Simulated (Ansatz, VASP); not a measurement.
**One calculation of BN, two programs**

```xyz
2
Lattice="0.0000 1.8021 1.8021 1.8021 0.0000 1.8021 1.8021 1.8021 0.0000" Properties=species:S:1:pos:R:3 pbc="T T T"
B     0.0000    0.0000    0.0000
N     2.7032    2.7032    2.7032
```

Alike in both runs: task single point; functional LDA; k mesh 12 × 12 × 12; no spin polarisation.

|  | VASP | Ansatz |
| --- | --- | --- |
| version | VASP 6.6.1 | Ansatz 0.2.0 |
| potentials or method | VASP PAW LDA potentials, release 64 (B, N), cutoff 520 eV | scalar-relativistic, plane waves, PAW |
| occupations | gaussian, width 0.01 eV | fixed |
| valence electrons in the cell | 8 | 8 |

|  | VASP | Ansatz | Ansatz less VASP |
| --- | --- | --- | --- |
| gap on the k mesh at the Fermi level (eV) | 4.35 | 4.37 | +0.017 |
| least direct gap on the mesh (eV) | 8.73 | 8.74 | +0.014 |
| pressure (GPa) | -6.7 | -7.7 | -0.94 |

LDA's correlation is that of Perdew and Zunger in VASP and of Perdew and Wang (1992) in Ansatz.
